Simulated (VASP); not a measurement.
# Ta (P6_322) in VASP: single point with r2SCAN

Aim: the single point of Ta with r2SCAN.

Program: VASP 6.6.1. These are calculated values, not measurements. Logs are shortened: lines on timing, memory, paths and dates and some standing lists are left out, and cuts for length are marked.

## (1) The cell of the first run

Symmetry: P6_322, No. 182, hexagonal system. The conventional cell has a = 4.816 Å, b = 4.816 Å, c = 7.729 Å, α = 90.00°, β = 90.00°, γ = 120.00°. Within 3.3 Å of Ta (site symmetry 2) lie 8 Ta at 2.53 to 2.82 Å. Ta (site symmetry 32) has 6 Ta at 2.53 Å within 3.3 Å.

## (2) Single point, r2SCAN (strain -0.040 along x and y, -0.080 along z)

POSCAR reads:

```
Ta
1.0
    4.8155472306      0.0000000000      0.0000000000
   -2.4077736153      4.1703862348      0.0000000000
    0.0000000000      0.0000000000      7.7289341401
Ta
8
Direct
    0.0000000000      0.3235295489      0.0000000000
    0.3235295489      0.0000000000      0.0000000000
    0.6764704511      0.6764704511      0.0000000000
    0.0000000000      0.6764704511      0.5000000000
    0.6764704511      0.0000000000      0.5000000000
    0.3235295489      0.3235295489      0.5000000000
    0.6666666667      0.3333333333      0.7500000000
    0.3333333333      0.6666666667      0.2500000000
```

INCAR.step1 reads:

```
ALGO     = Normal         # electronic algorithm
EDIFF    = 1E-4           # SCF threshold, eV
ENCUT    = 520            # plane-wave cutoff, eV
GGA      = PE             # functional
ISMEAR   = 0              # smearing method
LASPH    = T              # aspherical terms in the spheres
LCHARG   = F              # write CHGCAR
LREAL    = F              # projectors in reciprocal space
LWAVE    = T              # write WAVECAR
NBANDS   = 54             # bands
NELM     = 100            # most SCF steps
PREC     = Accurate       # precision mode
SIGMA    = 0.15           # smearing width, eV
```

INCAR.step2 reads:

```
ALGO     = Normal         # electronic algorithm
EDIFF    = 1E-6           # SCF threshold, eV
ENCUT    = 520            # plane-wave cutoff, eV
ISIF     = 2              # what is computed and relaxed
ISMEAR   = 0              # smearing method
ISTART   = 1            
LASPH    = T              # aspherical terms in the spheres
LCHARG   = F              # write CHGCAR
LMIXTAU  = T            
LREAL    = F              # projectors in reciprocal space
LWAVE    = F              # write WAVECAR
METAGGA  = R2SCAN         # meta-GGA
NBANDS   = 54             # bands
NELM     = 100            # most SCF steps
PREC     = Accurate       # precision mode
SIGMA    = 0.15           # smearing width, eV
```

KPOINTS reads:

```
k-points
0
Gamma
  12 12 6
```

Potentials or basis: VASP PAW PBE potentials, release 64 (Ta_pv).

On the command line:

```bash
$ cat potpaw_PBE.64/Ta_pv/POTCAR > POTCAR
$ cp INCAR.step1 INCAR
$ mpirun -np 1 vasp_std > vasp.out
$ cp INCAR.step2 INCAR
$ mpirun -np 1 vasp_std > vasp.out
```

OUTCAR:

```text
EDIFF = 1E-6
   ENCUT = 520
   ISIF = 2
   ISMEAR = 0
   ISTART = 1
   LASPH = T
   LREAL = F
   METAGGA = R2SCAN
   NELM = 100
   PREC = Accurate

 ion  position               nearest neighbor table
   1  0.000  0.324  0.000-   7 2.53   8 2.53   3 2.70   2 2.70   2 2.82   3 2.82   3 2.82   2 2.82

   2  0.324  0.000  0.000-   8 2.53   7 2.53   1 2.70   3 2.70   1 2.82   3 2.82   1 2.82   3 2.82

   3  0.676  0.676  0.000-   7 2.53   8 2.53   1 2.70   2 2.70   2 2.82   1 2.82   1 2.82   2 2.82

   4  0.000  0.676  0.500-   8 2.53   7 2.53   6 2.70   5 2.70   5 2.82   6 2.82   6 2.82   5 2.82

   5  0.676  0.000  0.500-   7 2.53   8 2.53   6 2.70   4 2.70   4 2.82   6 2.82   6 2.82   4 2.82

   6  0.324  0.324  0.500-   8 2.53   7 2.53   4 2.70   5 2.70   5 2.82   4 2.82   4 2.82   5 2.82

   7  0.667  0.333  0.750-   5 2.53   1 2.53   4 2.53   2 2.53   3 2.53   6 2.53
   8  0.333  0.667  0.250-   2 2.53   4 2.53   1 2.53   5 2.53   6 2.53   3 2.53

  LATTYP: Found a hexagonal cell.
 ALAT       =     4.8155472306
 C/A-ratio  =     1.6049960202

  Lattice vectors:

 A1 = (   4.8155472306,   0.0000000000,   0.0000000000)
 A2 = (  -2.4077736153,   4.1703862348,   0.0000000000)
 A3 = (   0.0000000000,   0.0000000000,   7.7289341401)

Analysis of symmetry for initial positions (statically):
=====================================================================
 Subroutine PRICEL returns:
 Original cell was already a primitive cell.

 Routine SETGRP: Setting up the symmetry group for a
 hexagonal supercell.

 Subroutine GETGRP returns: Found 12 space group operations
 (whereof  6 operations were pure point group operations)
 out of a pool of 24 trial point group operations.

The static configuration has the point symmetry D_3 .
 The point group associated with its full space group is D_6 .

Analysis of symmetry for dynamics (positions and initial velocities):
=====================================================================
 Subroutine PRICEL returns:
 Original cell was already a primitive cell.

 Routine SETGRP: Setting up the symmetry group for a
 hexagonal supercell.

 Subroutine GETGRP returns: Found 12 space group operations
 (whereof  6 operations were pure point group operations)
 out of a pool of 24 trial point group operations.

The dynamic configuration has the point symmetry D_3 .
 The point group associated with its full space group is D_6 .

 Subroutine INISYM returns: Found 12 space group operations
 (whereof  6 operations are pure point group operations),
 and found     1 'primitive' translations

----------------------------------------------------------------------------------------

                                     Primitive cell

  volume of cell :     155.2178

  direct lattice vectors                    reciprocal lattice vectors
     4.815547231  0.000000000  0.000000000     0.207660719  0.119892972  0.000000000
    -2.407773615  4.170386235  0.000000000     0.000000000  0.239785944  0.000000000
     0.000000000  0.000000000  7.728934140     0.000000000  0.000000000  0.129383946

  length of vectors
     4.815547231  4.815547231  7.728934140     0.239785944  0.239785944  0.129383946

  position of ions in fractional coordinates (direct lattice)
     0.000000000  0.323529549  0.000000000
     0.323529549  0.000000000  0.000000000
     0.676470451  0.676470451  0.000000000
     0.000000000  0.676470451  0.500000000
     0.676470451  0.000000000  0.500000000
     0.323529549  0.323529549  0.500000000
     0.666666667  0.333333333  0.750000000
     0.333333333  0.666666667  0.250000000

  ion indices of the primitive-cell ions
   primitive index   ion index
                 1           1
                 2           2
                 3           3
                 4           4
                 5           5
                 6           6
                 7           7
                 8           8

----------------------------------------------------------------------------------------

 KPOINTS: k-points

Automatic generation of k-mesh.
 Grid dimensions read from file:
 generate k-points for:   12   12    6

 Generating k-lattice:

  Cartesian coordinates                     Fractional coordinates (reciprocal lattice)
     0.017305060  0.009991081  0.000000000     0.083333333  0.000000000  0.000000000
     0.000000000  0.019982162  0.000000000     0.000000000  0.083333333  0.000000000
     0.000000000  0.000000000  0.021563991     0.000000000  0.000000000  0.166666667

  Length of vectors
     0.019982162  0.019982162  0.021563991

  Shift w.r.t. Gamma in fractional coordinates (k-lattice)
     0.000000000  0.000000000  0.000000000

 Subroutine IBZKPT returns following result:
 ===========================================

 Found     76 irreducible k-points:

 Following reciprocal coordinates:
            Coordinates               Weight
  0.000000  0.000000  0.000000      1.000000
  0.083333 -0.000000  0.000000      6.000000
  0.166667  0.000000  0.000000      6.000000
  0.250000  0.000000  0.000000      6.000000
  0.333333  0.000000  0.000000      6.000000
  0.416667  0.000000  0.000000      6.000000
[... 16 lines left out ...]
  0.250000  0.000000  0.166667     12.000000
  0.333333  0.000000  0.166667     12.000000
 [... further k-points ...]
   k-points           NKPTS =     76   k-points in BZ     NKDIM =     76   number of bands    NBANDS=     54
   number of dos      NEDOS =    301   number of ions     NIONS =      8
   total plane-waves  NPLWV =  77760
   dimension x,y,z NGX =    36 NGY =   36 NGZ =   60
   dimension x,y,z NGXF=    72 NGYF=   72 NGZF=  120
   ions per type =               8
   NGX,Y,Z   is equivalent  to a cutoff of  12.43, 12.43, 12.91 a.u.
   NGXF,Y,Z  is equivalent  to a cutoff of  24.86, 24.86, 25.81 a.u.
 SYSTEM =  unknown system
   PREC   = accura    normal or accurate (medium, high low for compatibility)
   ISTART =      1    job   : 0-new  1-cont  2-samecut
   ICHARG =      0    charge: 1-file 2-atom 10-const
   ISPIN  =      1    spin polarized calculation?
   LNONCOLLINEAR =      F non collinear calculations
   LSORBIT =      F    spin-orbit coupling
   LASPH  =      T    aspherical Exc in radial PAW
   ENCUT  =  520.0 eV  38.22 Ry    6.18 a.u.   8.95  8.95 14.37*2*pi/ulx,y,z
   NELM   =    100;   NELMIN=  2; NELMDL=  0     # of ELM steps
   EDIFF  = 0.1E-05   stopping-criterion for ELM
   LREAL  =      F    real-space projection
   EDIFFG = 0.1E-04   stopping-criterion for IOM
   NSW    =      0    number of steps for IOM
   IBRION =     -1    ionic relax: 0-MD 1-quasi-New 2-CG
   NFREE  =      0    steps in history (QN), initial steepest desc. (CG)
   ISIF   =      2    stress and relaxation
   ISYM   =      2    0-nonsym 1-usesym 2-fastsym
   POTIM  = 0.5000    time-step for ionic-motion
   TEBEG  =    0.0;   TEEND  =   0.0 temperature during run
   PSTRESS=    0.0 pullay stress
   NELECT =      88.0000    total number of electrons
   NUPDOWN=      -1.0000    fix difference up-down
   EMIN   =  10.00;   EMAX   =-10.00  energy-range for DOS
   EFERMI =   0.00;   METHOD = LEGACY
   ISMEAR =     0;   SIGMA  =   0.15  broadening in eV -4-tet -1-fermi 0-gaus
   EFERMI_NEDOS =   21; number of points for ismear=-14 and -15
   IALGO  =     38    algorithm
   IMIX   =      4    mixing-type and parameters
     AMIX     =   0.40;   BMIX     =  1.00
     AMIX_MAG =   1.60;   BMIX_MAG =  1.00
  volume/ion in A,a.u.               =      19.40       130.93
  Fermi-wavevector in a.u.,A,eV,Ry     =   1.354946  2.560476 24.978633  1.835878
  Thomas-Fermi vector in A             =   2.482075
   LORBIT       =      0    0 simple, 1 ext, 2 COOP (PROOUT), +10 PAW based schemes
   METAGGA = R2SCAN    functional components
   LHFCALC =     F    Hartree Fock is set to
   AEXX    =    0.0000 exact exchange contribution
   IVDW    =     0    specifies the selected vdW correction
   LEPSILON=     F    determine dielectric tensor
   LRPA    =     F    only Hartree local field effects (RPA)
 non-spin polarized calculation
 Gauss-broadening in eV      SIGMA  =   0.15
  energy-cutoff  :      520.00
  volume of cell :      155.22
 maximum number of plane-waves:      4221
 NGX is ok and might be reduce to    36
   NGX = 17   NGY = 17   NGZ = 29

 number of electron      88.0000021 magnetization

 Free energy of the ion-electron system (eV)
  ---------------------------------------------------
  ext. energy  EPLUGINS =         0.00000000
  ---------------------------------------------------
  free energy    TOTEN  =      -375.33108822 eV

  energy without entropy =     -375.25147193  energy(sigma->0) =     -375.29128008

 E-fermi :   4.9604     XC(G=0): -12.9541

 val. band max:        4.9587005829   @ k =   0.1667   0.1667   0.0000
 cond. band min:       4.9671735773   @ k =   0.3333   0.3333   0.5000
 fundamental gap:      0.0084729944
 Fermi energy:         4.9603539800

 k-point     1 :       0.0000    0.0000    0.0000
  band No.  band energies     occupation
      1     -31.6254      2.00000
      2     -31.0099      2.00000
      3     -30.8075      2.00000
      4     -30.8075      2.00000
      5     -30.7899      2.00000
      6     -30.7899      2.00000
[... 46 lines left out ...]
     53       6.2082      0.00000
     54       8.3190      0.00000

 k-point     2 :       0.0833   -0.0000    0.0000
  band No.  band energies     occupation
      1     -31.6270      2.00000
      2     -31.0729      2.00000
      3     -30.8474      2.00000
      4     -30.7988      2.00000
      5     -30.7943      2.00000
      6     -30.7086      2.00000
[... 46 lines left out ...]
     53       6.3172      0.00000
     54       7.9493      0.00000

 k-point     3 :       0.1667    0.0000    0.0000
  band No.  band energies     occupation
      1     -31.6283      2.00000
      2     -31.1590      2.00000
      3     -30.9102      2.00000
      4     -30.8108      2.00000
      5     -30.7946      2.00000
      6     -30.7046      2.00000
[... 46 lines left out ...]
     53       6.6834      0.00000
     54       7.4258      0.00000
[... 1084 lines left out ...]
 k-point    23 :       0.2500    0.0000    0.1667
  band No.  band energies     occupation
      1     -31.5976      2.00000
      2     -31.2337      2.00000
      3     -30.9925      2.00000
      4     -30.8180      2.00000
      5     -30.8062      2.00000
      6     -30.7245      2.00000
[... 46 lines left out ...]
     53       6.8563      0.00000
     54       7.0297      0.00000

 k-point    24 :       0.3333    0.0000    0.1667
  band No.  band energies     occupation
      1     -31.5966      2.00000
      2     -31.2490      2.00000
      3     -31.0226      2.00000
      4     -30.8337      2.00000
      5     -30.7726      2.00000
      6     -30.7306      2.00000
[... 46 lines left out ...]
     53       7.4335      0.00000
     54       7.4487      0.00000

 [... further k-points ...]
[... 5 lines left out ...]
  --------------------------------------------------------------------------------------
  -------------------------------------------------------------------------------------
  Total       28.2162308     28.2162308     26.6889950      0.0000000      0.0000000      0.0000000
  in kB      291.2514192    291.2514192    275.4871025      0.0000000      0.0000000      0.0000000
  external PRESSURE =     285.9966469 kB  Pullay stress =       0.0000000 kB

 VOLUME and BASIS-vectors are now :
 -----------------------------------------------------------------------------
  energy-cutoff  :      520.00
  volume of cell :      155.22
      direct lattice vectors                 reciprocal lattice vectors
     4.815547231  0.000000000  0.000000000     0.207660719  0.119892972  0.000000000
    -2.407773615  4.170386235  0.000000000     0.000000000  0.239785944  0.000000000
     0.000000000  0.000000000  7.728934140     0.000000000  0.000000000  0.129383946

 POSITION                                       TOTAL-FORCE (eV/Angst)
 -----------------------------------------------------------------------------------
     -0.77899      1.34924      0.00000         0.426959     -0.739515      0.000000
      1.55797      0.00000      0.00000        -0.853918     -0.000000     -0.000000
      1.62879      2.82114      0.00000         0.426959      0.739515      0.000000
     -1.62879      2.82114      3.86447        -0.426959      0.739515      0.000000
      3.25758      0.00000      3.86447         0.853918     -0.000000      0.000000
      0.77899      1.34924      3.86447        -0.426959     -0.739515      0.000000
      2.40777      1.39013      5.79670        -0.000000      0.000000      0.000000
     -0.00000      2.78026      1.93223        -0.000000      0.000000      0.000000
 -----------------------------------------------------------------------------------
    total drift:                               -0.000000      0.000000      0.000000

  FREE ENERGIE OF THE ION-ELECTRON SYSTEM (eV)
  ---------------------------------------------------
  free  energy   TOTEN  =      -375.3310882168 eV

  energy  without entropy=     -375.2514719340  energy(sigma->0) =     -375.29128008
```

It took 70 min on 1 thread of Oxide Virtual Turin-like, shared host; peak memory 0.55 GiB.

Results:

| Item | Value |
| --- | --- |
| Free energy | -375.3311 eV |
| Pressure | 28.6 GPa |
| Largest force | 0.854 eV/Å |
| Band gap on the k mesh | zero (bands 44 and 45 overlap by 0.41 eV) |

Forces on the atoms (eV/Å):
```
Ta   0.427 -0.740  0.000
Ta  -0.854  0.000  0.000
Ta   0.427  0.740  0.000
Ta  -0.427  0.740  0.000
Ta   0.854  0.000  0.000
Ta  -0.427 -0.740  0.000
Ta   0.000  0.000  0.000
Ta   0.000  0.000  0.000
```

Levels at points of the mesh, in eV from the Fermi level:
| k point | band 40 | band 41 | band 42 | band 43 | band 44 | band 45 | band 46 | band 47 | band 48 | band 49 |
| --- | --- | --- | --- | --- | --- | --- | --- | --- | --- | --- |
| (0.00, 0.00, 0.00) | -0.58 | -0.47 | -0.47 | -0.25 | -0.08 | 0.05 | 0.08 | 0.08 | 0.85 | 0.85 |
| (0.50, 0.00, 0.00) | -1.52 | -1.26 | -1.06 | -0.90 | -0.18 | -0.13 | -0.01 | 0.20 | 0.31 | 1.86 |
| (0.00, 0.00, 0.50) | -0.92 | -0.66 | -0.66 | -0.36 | -0.36 | -0.06 | -0.06 | 0.31 | 0.31 | 0.84 |
| (0.50, 0.00, 0.50) | -1.47 | -1.32 | -1.32 | -0.31 | -0.31 | 0.43 | 0.43 | 0.81 | 0.81 | 1.41 |

Caveat: the cell differs from its parent crystal (strain -0.040 along x and y, -0.080 along z); the cell stands under pressure; the PAW data sets were made with another functional, which shifts forces and pressure a little; spin-orbit coupling is left out, which moves the levels of the heavy elements.
